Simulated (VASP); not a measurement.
# LaAg (Pm-3m) in VASP: single point with LDA

Aim: the single point of LaAg with LDA.

Everything below comes from runs of VASP 6.6.1. Logs are shortened: lines on timing, memory, paths and dates and some standing lists are left out, and cuts for length are marked.

### 1 The cell of the first run

Symmetry: Pm-3m, No. 221, cubic system. Conventional cell: a = 3.760 Å, b = 3.760 Å, c = 3.760 Å, α = 90.00°, β = 90.00°, γ = 90.00°. La (site symmetry m-3m) has 8 Ag at 3.26 Å and 6 La at 3.76 Å within 4.3 Å. Ag (site symmetry m-3m) has 8 La at 3.26 Å and 6 Ag at 3.76 Å within 4.3 Å.

### 2 Single point, LDA

Contents of INCAR:

```
SYSTEM = LaAg
ALGO = Normal
EDIFF = 1E-6
ENCUT = 520
GGA = CA
ISIF = 2
ISMEAR = 1
LASPH = .TRUE.
LCHARG = .TRUE.
LELF = .TRUE.
LREAL = .FALSE.
LVHAR = .TRUE.
LWAVE = .FALSE.
NBANDS = 18
NELM = 80
PREC = Accurate
SIGMA = 0.1
```

Contents of KPOINTS:

```
k-points
0
G
  5 5 5
  0 0 0
```

Contents of POSCAR:

```
LaAg
1.0
    3.7600000000      0.0000000000      0.0000000000
    0.0000000000      3.7600000000      0.0000000000
    0.0000000000      0.0000000000      3.7600000000
La Ag
1 1
Direct
    0.5000000000      0.5000000000      0.5000000000
    0.0000000000      0.0000000000      0.0000000000
```

Potentials or basis: VASP PAW LDA potentials, release 64 (La, Ag).

On the command line:

```
$ cat potpaw_LDA.64/La/POTCAR potpaw_LDA.64/Ag/POTCAR > POTCAR
$ mpirun -np 1 vasp_std > vasp.out
```

OUTCAR:

```text
SYSTEM = LaAg
   EDIFF = 1E-6
   ENCUT = 520
   GGA = CA
   ISIF = 2
   ISMEAR = 1
   LASPH = .TRUE.
   LREAL = .FALSE.
   NELM = 80
   PREC = Accurate

 ion  position               nearest neighbor table
   1  0.500  0.500  0.500-   2 3.26   2 3.26   2 3.26   2 3.26   2 3.26   2 3.26   2 3.26   2 3.26

   2  0.000  0.000  0.000-   1 3.26   1 3.26   1 3.26   1 3.26   1 3.26   1 3.26   1 3.26   1 3.26

  LATTYP: Found a simple cubic cell.
 ALAT       =     3.7600000000

  Lattice vectors:

 A1 = (   3.7600000000,   0.0000000000,   0.0000000000)
 A2 = (   0.0000000000,   3.7600000000,   0.0000000000)
 A3 = (   0.0000000000,   0.0000000000,   3.7600000000)

Analysis of symmetry for initial positions (statically):
=====================================================================
 Subroutine PRICEL returns:
 Original cell was already a primitive cell.

 Routine SETGRP: Setting up the symmetry group for a
 simple cubic supercell.

 Subroutine GETGRP returns: Found 48 space group operations
 (whereof 48 operations were pure point group operations)
 out of a pool of 48 trial point group operations.

The static configuration has the point symmetry O_h .

Analysis of symmetry for dynamics (positions and initial velocities):
=====================================================================
 Subroutine PRICEL returns:
 Original cell was already a primitive cell.

 Routine SETGRP: Setting up the symmetry group for a
 simple cubic supercell.

 Subroutine GETGRP returns: Found 48 space group operations
 (whereof 48 operations were pure point group operations)
 out of a pool of 48 trial point group operations.

The dynamic configuration has the point symmetry O_h .

 Subroutine INISYM returns: Found 48 space group operations
 (whereof 48 operations are pure point group operations),
 and found     1 'primitive' translations

----------------------------------------------------------------------------------------

                                     Primitive cell

  volume of cell :      53.1574

  direct lattice vectors                    reciprocal lattice vectors
     3.760000000  0.000000000  0.000000000     0.265957447  0.000000000  0.000000000
     0.000000000  3.760000000  0.000000000     0.000000000  0.265957447  0.000000000
     0.000000000  0.000000000  3.760000000     0.000000000  0.000000000  0.265957447

  length of vectors
     3.760000000  3.760000000  3.760000000     0.265957447  0.265957447  0.265957447

[... 64 lines left out ...]
   NELM   =     80;   NELMIN=  2; NELMDL= -5     # of ELM steps
   EDIFF  = 0.1E-05   stopping-criterion for ELM
   LREAL  =      F    real-space projection
   EDIFFG = 0.1E-04   stopping-criterion for IOM
   NSW    =      0    number of steps for IOM
   IBRION =     -1    ionic relax: 0-MD 1-quasi-New 2-CG
   NFREE  =      0    steps in history (QN), initial steepest desc. (CG)
   ISIF   =      2    stress and relaxation
   ISYM   =      2    0-nonsym 1-usesym 2-fastsym
   POTIM  = 0.5000    time-step for ionic-motion
   TEBEG  =    0.0;   TEEND  =   0.0 temperature during run
   PSTRESS=    0.0 pullay stress
   NELECT =      22.0000    total number of electrons
   NUPDOWN=      -1.0000    fix difference up-down
   EMIN   =  10.00;   EMAX   =-10.00  energy-range for DOS
   EFERMI =   0.00;   METHOD = LEGACY
   ISMEAR =     1;   SIGMA  =   0.10  broadening in eV -4-tet -1-fermi 0-gaus
   EFERMI_NEDOS =   21; number of points for ismear=-14 and -15
   IALGO  =     38    algorithm
   IMIX   =      4    mixing-type and parameters
     AMIX     =   0.40;   BMIX     =  1.00
     AMIX_MAG =   1.60;   BMIX_MAG =  1.00
  volume/ion in A,a.u.               =      26.58       179.36
  Fermi-wavevector in a.u.,A,eV,Ry     =   1.220004  2.305473 20.251040  1.488409
  Thomas-Fermi vector in A             =   2.355236
   LORBIT       =      0    0 simple, 1 ext, 2 COOP (PROOUT), +10 PAW based schemes
   GGA     = CA    functional components
   LHFCALC =     F    Hartree Fock is set to
   AEXX    =    0.0000 exact exchange contribution
   IVDW    =     0    specifies the selected vdW correction
   LEPSILON=     F    determine dielectric tensor
   LRPA    =     F    only Hartree local field effects (RPA)
 non-spin polarized calculation
 Methfessel and Paxton  Order N= 1 SIGMA  =   0.10
  energy-cutoff  :      520.00
  volume of cell :       53.16
 maximum number of plane-waves:      1438
 NGX is ok and might be reduce to    28
   NGX = 13   NGY = 13   NGZ = 13

 number of electron      21.9999986 magnetization

 Free energy of the ion-electron system (eV)
  ---------------------------------------------------
  ext. energy  EPLUGINS =         0.00000000
  ---------------------------------------------------
  free energy    TOTEN  =        -9.74757361 eV

  energy without entropy =       -9.74460533  energy(sigma->0) =       -9.74658418

 E-fermi :   8.1971     XC(G=0): -10.7699

 val. band max:        8.1493680624   @ k =   0.4000   0.4000   0.2000
 cond. band min:       8.2119810634   @ k =   0.4000   0.4000   0.0000
 fundamental gap:      0.0626130010
 Fermi energy:         8.1970612415

 k-point     1 :       0.0000    0.0000    0.0000
  band No.  band energies     occupation
      1     -24.7060      2.00000
      2      -8.1020      2.00000
      3      -8.1020      2.00000
      4      -8.1020      2.00000
      5       2.8206      2.00000
      6       2.8206      2.00000
[... 187 lines left out ...]
      5       3.2431      2.00000
      6       3.3836      2.00000
[... 10 lines left out ...]
     17       9.9916     -0.00000
     18      10.0325     -0.00000

------------------------ aborting loop because EDIFF is reached ----------------------------------------

  FORCE on cell =-STRESS in cart. coord.  units (eV):
  Direction    XX          YY          ZZ          XY          YZ          ZX
  --------------------------------------------------------------------------------------
  -------------------------------------------------------------------------------------
  Total       -0.8001695     -0.8001695     -0.8001695      0.0000000      0.0000000      0.0000000
  in kB      -24.1173196    -24.1173196    -24.1173196      0.0000000      0.0000000      0.0000000
  external PRESSURE =     -24.1173196 kB  Pullay stress =       0.0000000 kB

 VOLUME and BASIS-vectors are now :
 -----------------------------------------------------------------------------
  energy-cutoff  :      520.00
  volume of cell :       53.16
      direct lattice vectors                 reciprocal lattice vectors
     3.760000000  0.000000000  0.000000000     0.265957447  0.000000000  0.000000000
     0.000000000  3.760000000  0.000000000     0.000000000  0.265957447  0.000000000
     0.000000000  0.000000000  3.760000000     0.000000000  0.000000000  0.265957447

 POSITION                                       TOTAL-FORCE (eV/Angst)
 -----------------------------------------------------------------------------------
      1.88000      1.88000      1.88000         0.000000      0.000000      0.000000
      0.00000      0.00000      0.00000         0.000000      0.000000      0.000000
 -----------------------------------------------------------------------------------
    total drift:                               -0.000000      0.000000      0.000000

  FREE ENERGIE OF THE ION-ELECTRON SYSTEM (eV)
  ---------------------------------------------------
  free  energy   TOTEN  =        -9.7475736066 eV

  energy  without entropy=       -9.7446053341  energy(sigma->0) =       -9.74658418
```

OSZICAR:

```text
N       E                     dE             d eps       ncg     rms          rms(c)
DAV:   1     0.159953298035E+03    0.15995E+03   -0.90843E+03   408   0.174E+03
DAV:   2     0.119311065236E+02   -0.14802E+03   -0.13778E+03   408   0.251E+02
DAV:   3    -0.924857586096E+01   -0.21180E+02   -0.19673E+02   536   0.113E+02
DAV:   4    -0.105983867831E+02   -0.13498E+01   -0.13418E+01   656   0.281E+01
DAV:   5    -0.106475062797E+02   -0.49119E-01   -0.49095E-01   526   0.372E+00    0.661E+00
DAV:   6    -0.990473778982E+01    0.74277E+00   -0.96794E+00   566   0.245E+01    0.424E+00
DAV:   7    -0.976818122739E+01    0.13656E+00   -0.93352E-01   592   0.765E+00    0.138E+00
DAV:   8    -0.975300842438E+01    0.15173E-01   -0.12949E-01   624   0.239E+00    0.484E-01
DAV:   9    -0.974791716376E+01    0.50913E-02   -0.17668E-02   588   0.108E+00    0.123E-01
DAV:  10    -0.974756729073E+01    0.34987E-03   -0.15775E-03   646   0.303E-01    0.160E-02
DAV:  11    -0.974757334833E+01   -0.60576E-05   -0.51869E-05   588   0.472E-02    0.867E-03
DAV:  12    -0.974757360662E+01   -0.25829E-06   -0.41473E-06   520   0.185E-02
   1 F= -.97475736E+01 E0= -.97465842E+01  d E =-.296827E-02
```

Wall time 7 s (1 thread of AMD EPYC 7R13 (Zen 3), shared host); peak memory 0.12 GiB.

Results:

| Property | Result |
| --- | --- |
| Free energy | -9.7476 eV |
| Pressure | -2.4 GPa |
| Band gap on the k mesh | zero (band 11 reaches 8.81 eV, above the bottom of band 12 at 6.95 eV) |

Caveat: spin-orbit coupling is left out, which moves the levels of the heavy elements.
